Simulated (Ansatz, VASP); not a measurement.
As: VASP beside Ansatz

```xyz
2
Lattice="1.9038 1.0991 3.6128 -1.9038 1.0991 3.6128 0.0000 -2.1983 3.6128" Properties=species:S:1:pos:R:3 pbc="T T T"
As    0.0000    0.0000    8.3865
As    0.0000    0.0000    2.4518
```

Alike in both runs: task single point; functional PBE; k mesh 12 × 12 × 12; occupations gaussian, width 0.1 eV; no spin polarisation.

|  | VASP | Ansatz |
| --- | --- | --- |
| version | VASP 6.6.1 | Ansatz 0.2.0 |
| potentials or method | VASP PAW PBE potentials, release 64 (As), cutoff 520 eV | scalar-relativistic, plane waves, PAW |
| valence electrons in the cell | 10 | 30 |

```tsv
	VASP	Ansatz	Ansatz less VASP
gap on the k mesh at the Fermi level (eV)	none	none	-
pressure (GPa)	0.3	0.0	-0.25
traceless stress, the component that is largest in VASP (GPa)	-0.07	0.01	+0.073
rms of the force components (eV/Å)	0.028	0.000	-0.0280
```

Atom by atom the forces differ by 0.028 eV/Å (rms over components). A gap of «none» marks a metal or a gap that the smearing closes. VASP's potentials hold 10 valence electrons a cell and Ansatz's 30, so a difference there can come from the potentials and not from the codes.
